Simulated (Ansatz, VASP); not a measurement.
**AlNi3: VASP beside Ansatz**

The input INCAR:

```
SYSTEM = AlNi3
PREC = Accurate ; ENCUT = 520
EDIFF = 1E-6 ; ISMEAR = -1
SIGMA = 0.05 ; LREAL = .FALSE.
LASPH = .TRUE. ; NELM = 150
ALGO = Normal ; ISIF = 2
LWAVE = .FALSE. ; LCHARG = .FALSE.
ISPIN = 2 ; MAGMOM = 1 1 1 0
LORBIT = 11 ; LMAXMIX = 4
NBANDS = 28
```

The input KPOINTS:

```
regular mesh
0
G
  8 8 8
  0 0 0
```

Contents of POSCAR:

```
AlNi3
1.0
    3.5463868949      0.0000000000      0.0000000000
    0.0000000000      3.5463868949      0.0000000000
    0.0000000000      0.0000000000      3.5463868949
Ni Al
3 1
Direct
    0.5000000000      0.5000000000      0.0000000000
    0.5000000000      0.0000000000      0.5000000000
    0.0000000000      0.5000000000      0.5000000000
    0.0000000000      0.0000000000      0.0000000000
```

input.yaml

```yaml
crystal:
  lattice:
    - [3.5463868949, 0.0, 0.0]
    - [0.0, 3.5463868949, 0.0]
    - [0.0, 0.0, 3.5463868949]
  atoms:
    - { symbol: Ni, position: [0.5, 0.5, 0.0], spin: 1.0 }
    - { symbol: Ni, position: [0.5, 0.0, 0.5], spin: 1.0 }
    - { symbol: Ni, position: [0.0, 0.5, 0.5], spin: 1.0 }
    - { symbol: Al, position: [0.0, 0.0, 0.0] }
kpoints:
  mp_grid: { grid: [8, 8, 8] }
scf:
  occupations: { method: fermi_dirac, width: 0.05 }
hamiltonian:
  xc: lda
  pseudopotentials: { kind: all_electron, lapw: { basis_error: 0.002 } }
magnetization:
  spin_polarized: true
output:
  forces: true
  stress: true
  eigenvalues: true
```

Change from the starting cell: volume scaled by 1.02.

Alike in both runs: task single point; functional LDA; k mesh 8 × 8 × 8; occupations fermi-dirac, width 0.05 eV; collinear spin.

|  | VASP | Ansatz |
| --- | --- | --- |
| version | VASP 6.6.1 | Ansatz 0.2.0 |
| potentials or method | VASP PAW LDA potentials, release 64 (Ni, Al), cutoff 520 eV | all-electron LAPW, scalar-relativistic |

Ansatz gave:

| Quantity | Value |
| --- | --- |
| gap on the k mesh at the Fermi level (eV) | none |
| pressure (GPa) | -11.0 |
| net moment per atom (μB) | 0.13 |
| size of the moment on the site where the two differ most (μB) | 0.19 |

Problem. What did VASP give for the same quantities?

Solution. gap on the k mesh at the Fermi level (eV): none; pressure (GPa): -10.7; net moment per atom (μB): 0.10; size of the moment on the site where the two differ most (μB): 0.14.

LDA's correlation is that of Perdew and Zunger in VASP and of Perdew and Wang (1992) in Ansatz. Site moments also hang on the region over which each program counts them. A gap of «none» marks a metal or a gap that the smearing closes. Ansatz ran all-electron here, and VASP with PAW potentials.
